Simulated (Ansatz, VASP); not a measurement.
Sc3BP2 in VASP and in Ansatz

Contents of INCAR:

```
SYSTEM = Sc3BP2
  PREC = Accurate
  ENCUT = 600
  EDIFF = 1E-6
  ISMEAR = 0
  SIGMA = 0.2
  LREAL = .False.
  LASPH = .True.
  NELM = 100
  ALGO = Normal
  ISIF = 3
  LWAVE = .False.
  LCHARG = .False.
  GGA = PE
  IBRION = 2
  NSW = 36
  EDIFFG = -0.08
```

File KPOINTS:

```
regular mesh
0
Gamma
  5 5 2
  0 0 0
```

POSCAR

```
Sc3BP2
1.0
    3.5110117200      0.0000000000      0.0000000000
    0.0000000000      3.5110117200      0.0000000000
    0.0000000000      0.0000000000      7.6287392300
Sc B P
3 1 2
Direct
    0.5000000000      0.0000000000      0.6250519800
    0.0000000000      0.5000000000      0.3749480200
    0.5000000000      0.5000000000      0.0000000000
    0.0000000000      0.0000000000      0.0000000000
    0.5000000000      0.0000000000      0.2626059900
    0.0000000000      0.5000000000      0.7373940100
```

Input for Ansatz:

```yaml
crystal:
  lattice:
    - [3.51101172, 0.0, 0.0]
    - [0.0, 3.51101172, 0.0]
    - [0.0, 0.0, 7.62873923]
  atoms:
    - { symbol: Sc, position: [0.5, 0.0, 0.62505198] }
    - { symbol: Sc, position: [0.0, 0.5, 0.37494802] }
    - { symbol: Sc, position: [0.5, 0.5, 0.0] }
    - { symbol: B, position: [0.0, 0.0, 0.0] }
    - { symbol: P, position: [0.5, 0.0, 0.26260599] }
    - { symbol: P, position: [0.0, 0.5, 0.73739401] }
basis:
  ecutwfc: 420
kpoints:
  mp_grid: { grid: [5, 5, 2] }
hamiltonian:
  xc: pbe
scf:
  occupations: { method: gaussian, width: 0.2 }
  lower_state_search: "off"
output:
  forces: true
  stress: true
  eigenvalues: true
relax:
  adjacent_minimum: "off"
  f_tol: 0.08
  max_steps: 16
  cell: { stress_tol: 0.8 }
```

Change from the starting cell: species swapped into the Ti2CuSb3 type (P-4m2, No. 115).

Alike in both runs: task relaxation of cell and atoms; functional PBE; k mesh 5 × 5 × 2; occupations gaussian, width 0.2 eV; no spin polarisation.

```csv
,VASP,Ansatz
version,VASP 6.6.1,Ansatz 0.2.0
potentials or method,"VASP PAW PBE potentials, release 64 (Sc_sv, B, P), cutoff 600 eV","scalar-relativistic, plane waves, PAW"
valence electrons in the cell,46,46
```

```tsv
	VASP	Ansatz	Ansatz less VASP
gap on the k mesh at the Fermi level, each at its own relaxed structure (eV)	none	none	-
relaxed volume (Å³/atom)	16.33	16.32	-0.016
relaxed cell length with the largest relative difference (Å)	7.360	7.368	+0.0082
```

A gap of «none» marks a metal or a gap that the smearing closes.

The k mesh is coarse, so the values compare programs but aren't converged.
